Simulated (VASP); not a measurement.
Set up this calculation in VASP 6.6.1, as the native input.

* Task: single point
* Functional: PBE
* Potentials or basis: VASP PAW PBE potentials, release 64 (Cd, Sn_d, O)
* Cutoff: 520 eV
* k mesh: 4 × 4 × 4
* Occupations: gaussian, width 0.1 eV
* Spin: no spin polarisation
* Dipole correction: no
* Further INCAR settings: ALGO = Normal; EDIFF = 1e-06; NBANDS = 37

The structure of Cd2SnO3 lies in POSCAR:

```
Cd2SnO3
1.0
    2.6156247600     -4.3826494400      0.0000000000
    2.6156247600      4.3826494400      0.0000000000
    0.0000000000      0.0000000000      4.1077918000
Cd Sn O
2 1 3
Direct
    0.0000000000      0.5000000000      0.5000000000
    0.5000000000      0.0000000000      0.5000000000
    0.5000000000      0.5000000000      0.0000000000
    0.1601293000      0.8398707000      0.0000000000
    0.8398707000      0.1601293000      0.0000000000
    0.0000000000      0.0000000000      0.5000000000
```

The cell was generated, and may not be a known phase.

These files were run (other wordings do the same):

INCAR

```
SYSTEM = Cd2SnO3
ALGO     = Normal         ! electronic algorithm
EDIFF    = 1E-6           ! SCF threshold, eV
ENCUT    = 520            ! plane-wave cutoff, eV
GGA      = PE             ! functional
ISIF     = 2              ! what is computed and relaxed
ISMEAR   = 0              ! smearing method
LASPH    = .True.         ! aspherical terms in the spheres
LCHARG   = .True.         ! write CHGCAR
LELF     = .True.         ! ELF
LREAL    = .False.        ! projectors in reciprocal space
LVHAR    = .True.       
LWAVE    = .False.        ! write WAVECAR
NBANDS   = 37             ! bands
NELM     = 60             ! most SCF steps
PREC     = Accurate       ! precision mode
SIGMA    = 0.1            ! smearing width, eV
```

KPOINTS

```
k-points
0
Gamma
  4 4 4
  0 0 0
```

Potentials or basis: VASP PAW PBE potentials, release 64 (Cd, Sn_d, O).

Run with:

```console
$ cat potpaw_PBE.64/Cd/POTCAR potpaw_PBE.64/Sn_d/POTCAR potpaw_PBE.64/O/POTCAR > POTCAR
$ mpirun -np 1 vasp_std > vasp.out
```

It gave:

```yaml
Pressure: -3.1 GPa
Largest_force: 1.309 eV/Å
Band_gap_on_the_k_mesh: zero (bands 28 and 29 overlap by 0.45 eV)
```

Caveat: the k points lie up to 0.38 Å⁻¹ apart; semilocal functionals underestimate gaps, and a narrow one can read as zero; spin-orbit coupling is left out, which moves the levels of the heavy elements; forces of over 1 eV/Å act on the atoms, so gaps and moduli don't describe the material at rest.

Wall time 2 min on 1 thread of Oxide Virtual Turin-like Processor, on a shared host, peak memory 0.21 GiB.
